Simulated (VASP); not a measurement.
A run of VASP 6.6.1:

Contents of POSCAR:

```
SrO
1.0
    0.0000000000      2.5798923265      2.5798923265
    2.5798923265      0.0000000000      2.5798923265
    2.5798923265      2.5798923265      0.0000000000
Sr O
1 1
Direct
    0.0000000000      0.0000000000      0.0000000000
    0.5000000000      0.5000000000      0.5000000000
```

Contents of INCAR.step1:

```
SYSTEM = SrO
PREC     = Accurate       ! precision mode
ENCUT    = 520            ! plane-wave cutoff, eV
ISMEAR   = -1             ! smearing method
SIGMA    = 0.02           ! smearing width, eV
LREAL    = .FALSE.        ! projectors in reciprocal space
LASPH    = .TRUE.         ! aspherical terms in the spheres
NELM     = 80             ! most SCF steps
NBANDS   = 15             ! bands
GGA      = PE             ! functional
ALGO     = Normal         ! electronic algorithm
EDIFF    = 1E-4           ! SCF threshold, eV
LWAVE    = .TRUE.         ! write WAVECAR
LCHARG   = .FALSE.        ! write CHGCAR
```

File INCAR.step2:

```
SYSTEM = SrO
PREC     = Accurate       ! precision mode
ENCUT    = 520            ! plane-wave cutoff, eV
EDIFF    = 1E-7           ! SCF threshold, eV
ISMEAR   = -1             ! smearing method
SIGMA    = 0.02           ! smearing width, eV
LREAL    = .FALSE.        ! projectors in reciprocal space
LASPH    = .TRUE.         ! aspherical terms in the spheres
NELM     = 80             ! most SCF steps
ALGO     = Normal         ! electronic algorithm
ISIF     = 2              ! what is computed and relaxed
LWAVE    = .FALSE.        ! write WAVECAR
LCHARG   = .FALSE.        ! write CHGCAR
METAGGA  = R2SCAN         ! meta-GGA
LMIXTAU  = .TRUE.       
NBANDS   = 15             ! bands
ISTART   = 1
```

The input KPOINTS:

```
regular mesh
0
G
  8 8 8
  0 0 0
```

Potentials or basis: VASP PAW PBE potentials, release 64 (Sr_sv, O).

Launch:

```console
$ cat potpaw_PBE.64/Sr_sv/POTCAR potpaw_PBE.64/O/POTCAR > POTCAR
$ cp INCAR.step1 INCAR
$ mpirun -np 1 vasp_std > vasp.out
$ cp INCAR.step2 INCAR
$ mpirun -np 1 vasp_std > vasp.out
```

Hardware: 1 thread of Intel(R) Xeon(R) Platinum 8259CL CPU @ 2.50GHz (Skylake/Cascade Lake), with other jobs on the host.

Problem. Estimate the wall time of this run.

Solution. It took 96 s on 1 thread of Intel(R) Xeon(R) Platinum 8259CL CPU @ 2.50GHz (Skylake/Cascade Lake), on a shared host, peak memory 0.17 GiB. Counts: k points 29.
